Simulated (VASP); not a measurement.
Here is a VASP 6.6.1 calculation.

Contents of POSCAR:

```
NaI
1.0
    0.0000000000      3.1878540000      3.2364000000
    3.1878540000      0.0000000000      3.2364000000
    3.1878540000      3.1878540000      0.0000000000
Na I
1 1
Direct
    0.0000000000      0.0000000000      0.0000000000
    0.5000000000      0.5000000000      0.5000000000
```

INCAR.step1

```
SYSTEM = NaI
  PREC = Accurate
  ENCUT = 520
  ISMEAR = 0
  SIGMA = 0.05
  LREAL = .FALSE.
  LASPH = .TRUE.
  NELM = 60
  NBANDS = 14
  GGA = PE
  ALGO = Normal
  EDIFF = 1E-4
  LWAVE = .TRUE.
  LCHARG = .FALSE.
```

INCAR.step2

```
SYSTEM = NaI
  PREC = Accurate
  ENCUT = 520
  EDIFF = 1E-7
  ISMEAR = 0
  SIGMA = 0.05
  LREAL = .FALSE.
  LASPH = .TRUE.
  NELM = 60
  ALGO = Normal
  ISIF = 2
  LWAVE = .FALSE.
  LCHARG = .FALSE.
  METAGGA = R2SCAN
  LMIXTAU = .TRUE.
  NBANDS = 14
  ISTART = 1
```

Contents of KPOINTS:

```
Automatic mesh
0
G
  6 6 6
  0 0 0
```

Potentials or basis: VASP PAW PBE potentials, release 64 (Na_pv, I).

Run with:

```console
$ cat potpaw_PBE.64/Na_pv/POTCAR potpaw_PBE.64/I/POTCAR > POTCAR
$ cp INCAR.step1 INCAR
$ mpirun -np 1 vasp_std > vasp.out
$ cp INCAR.step2 INCAR
$ mpirun -np 1 vasp_std > vasp.out
```

(1) Estimate the band gap on the k mesh.

(2) Estimate the pressure.

## Answers

(1) 4.52 eV.

(2) 0.4 GPa.

Caveat: the cell differs from its parent crystal (strain -0.015 along x and y, +0.000 along z); the PAW data sets were made with another functional, which shifts forces and pressure a little; spin-orbit coupling is left out, which moves the levels of the heavy elements.
